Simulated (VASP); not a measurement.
Input of a VASP 6.6.1 run:

Contents of INCAR:

```
SYSTEM = SnO2
PREC     = Accurate       ! precision mode
ENCUT    = 600            ! plane-wave cutoff, eV
EDIFF    = 1E-6           ! SCF threshold, eV
ISMEAR   = 0              ! smearing method
SIGMA    = 0.05           ! smearing width, eV
LREAL    = .FALSE.        ! projectors in reciprocal space
LASPH    = .TRUE.         ! aspherical terms in the spheres
NELM     = 120            ! most SCF steps
ALGO     = Normal         ! electronic algorithm
ISIF     = 2              ! what is computed and relaxed
LWAVE    = .FALSE.        ! write WAVECAR
LCHARG   = .FALSE.        ! write CHGCAR
GGA      = PE             ! functional
NBANDS   = 35             ! bands
GGA_COMPAT= .FALSE.
```

Contents of KPOINTS:

```
regular mesh
0
G
  6 6 8
  0 0 0
```

The input POSCAR:

```
SnO2
1.0
    4.8252988000     -0.0001870771     -0.0000256397
   -0.0001870771      4.8305955055     -0.0000639664
   -0.0000171968     -0.0000429029      3.2383255966
Sn O
2 4
Direct
   -0.0000063724      0.0000003658      0.0000045001
    0.4999958646      0.4999992263      0.4999984322
    0.3064518771      0.3067145244     -0.0000100355
    0.1935402912      0.8067163041      0.5000042494
    0.6935552526      0.6932803300      0.0000031683
    0.8064630868      0.1932892494      0.4999996853
```

Potentials or basis: VASP PAW PBE potentials, release 64 (Sn_d, O).

Run with:

```console
$ cat potpaw_PBE.64/Sn_d/POTCAR potpaw_PBE.64/O/POTCAR > POTCAR
$ mpirun -np 1 vasp_std > vasp.out
```

Predict the largest force.

0.017 eV/Å.

Estimate the band gap on the k mesh.

0.67 eV, direct.

Predict the pressure.

0.4 GPa.

Stress tensor (GPa, compression positive):
```
0.34 0.01 0.00
0.01 0.26 0.00
0.00 0.00 0.57
```

Caveat: the cell differs from its parent crystal (all atoms moved at random, sigma 0.05 Å a component, then relaxed in part); spin-orbit coupling is left out, which moves the levels of the heavy elements.
